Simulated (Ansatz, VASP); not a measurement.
Ga3Sb2As: VASP beside Ansatz

```
Ga Sb As
1.0
     4.29057    0.00000    0.00000
    -2.14529    3.71575    0.00000
     0.00000    0.00000   10.50206
Ga Sb As
3 2 1
Direct
  0.00000 0.00000 0.98768
  0.66667 0.33333 0.33267
  0.33333 0.66667 0.67900
  0.66667 0.33333 0.07765
  0.33333 0.66667 0.42240
  0.00000 0.00000 0.75060
```

Alike in both runs: functional PBE; k mesh 12 × 12 × 4; occupations gaussian, width 0.1 eV; no spin polarisation.

Ansatz relaxed the structure, and its values are those at the end. VASP's run is a single point on that final structure, the one shown.

|  | VASP | Ansatz |
| --- | --- | --- |
| version | VASP 6.6.1 | Ansatz 0.2.0 |
| potentials or method | VASP PAW PBE potentials, release 64 (Ga_d, Sb, As), cutoff 520 eV | scalar-relativistic, plane waves, PAW |
| valence electrons in the cell | 54 | 84 |

|  | VASP | Ansatz | Ansatz less VASP |
| --- | --- | --- | --- |
| gap on the k mesh at the Fermi level (eV) | none | none | - |
| pressure (GPa) | 0.1 | 0.0 | -0.09 |
| rms of the force components (eV/Å) | 0.004 | 0.002 | -0.0013 |

A gap of «none» marks a metal or a gap that the smearing closes. The functional is the same, so the differences come from potentials, cutoffs and numerics. VASP's potentials hold 54 valence electrons a cell and Ansatz's 84, so a difference there can come from the potentials and not from the codes.

Neither program's run includes spin-orbit coupling.
